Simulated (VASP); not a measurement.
KI:

```xyz
2
Lattice="0.0000 3.5446 3.5446 3.5446 0.0000 3.5446 3.5446 3.5446 0.0000" Properties=species:S:1:pos:R:3 pbc="T T T"
K     0.0000    0.0000    0.0000
I     3.5446    3.5446    3.5446
```

Base run:

| Item | Value |
| --- | --- |
| Program | VASP 6.6.1 |
| Functional | r2SCAN |
| Potentials or basis | VASP PAW PBE potentials, release 64 (K_sv, I) |
| Cutoff | 520 eV |
| k mesh | 6 × 6 × 6 |
| Occupations | gaussian, width 0.01 eV |
| Spin | no spin polarisation |

Its results: band gap on the k mesh 4.58 eV.

Task: The run is repeated on the same cell with these changes: functional from r2SCAN to PBE; further incar settings from ALGO = Normal; EDIFF = 1e-06; NBANDS = 15 to ALGO = Normal; EDIFF = 1e-08. What comes out?

Result: Band gap on the k mesh 3.94 eV.

Caveats: spin-orbit coupling is left out, which moves the levels of the heavy elements.

